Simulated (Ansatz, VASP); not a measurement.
**Nb in VASP and in Ansatz**

POSCAR

```
Nb
1.0
    0.0000000000      2.1150000000      2.0727000000
    2.1150000000      0.0000000000      2.0727000000
    2.1150000000      2.1150000000      0.0000000000
Nb
1
Direct
    0.0000000000      0.0000000000      0.0000000000
```

The input INCAR.step1:

```
SYSTEM = Nb
  PREC = Accurate
  ENCUT = 520
  ISMEAR = 0
  SIGMA = 0.15
  LREAL = .FALSE.
  LASPH = .TRUE.
  NELM = 100
  NBANDS = 12
  GGA = PE
  ALGO = Normal
  EDIFF = 1E-4
  LWAVE = .TRUE.
  LCHARG = .FALSE.
```

File INCAR.step2:

```
SYSTEM = Nb
  PREC = Accurate
  ENCUT = 520
  EDIFF = 1E-6
  ISMEAR = 0
  SIGMA = 0.15
  LREAL = .FALSE.
  LASPH = .TRUE.
  NELM = 100
  ALGO = Normal
  ISIF = 2
  LWAVE = .FALSE.
  LCHARG = .FALSE.
  METAGGA = R2SCAN
  LMIXTAU = .TRUE.
  NBANDS = 12
  ISTART = 1
```

File KPOINTS:

```
regular mesh
0
G
  20 20 20
  0 0 0
```

Input for Ansatz:

```yaml
crystal:
  lattice:
    - [0.0, 2.115, 2.0727]
    - [2.115, 0.0, 2.0727]
    - [2.115, 2.115, 0.0]
  atoms:
    - { symbol: Nb, position: [0.0, 0.0, 0.0] }
basis:
  ecutwfc: 500
kpoints:
  mp_grid: { grid: [20, 20, 20] }
hamiltonian:
  xc: r2scan
scf:
  occupations: { method: gaussian, width: 0.15 }
output:
  forces: true
  stress: true
  eigenvalues: true
```

Change from the starting cell: strain -0.0200 x Voigt [0, 0, 1, 0, 0, 0], atoms carried along.

Alike in both runs: task single point; functional r2SCAN; k mesh 20 × 20 × 20; occupations gaussian, width 0.15 eV; no spin polarisation.

|  | VASP | Ansatz |
| --- | --- | --- |
| version | VASP 6.6.1 | Ansatz 0.2.0 |
| potentials or method | VASP PAW PBE potentials, release 64 (Nb_sv), cutoff 520 eV | scalar-relativistic, plane waves, PAW |
| valence electrons in the cell | 13 | 13 |

Ansatz gave:

```
gap on the k mesh at the Fermi level (eV)                     : none
pressure (GPa)                                                : 1.2
traceless stress, the component that is largest in VASP (GPa) : -4.03
```

Q: What did VASP give for the same quantities?

A: gap on the k mesh at the Fermi level (eV): none; pressure (GPa): 1.1; traceless stress, the component that is largest in VASP (GPa): -4.01.

VASP's potentials were made for PBE, not for r2SCAN. A gap of «none» marks a metal or a gap that the smearing closes. The functional is the same, so the differences come from potentials, cutoffs and numerics.
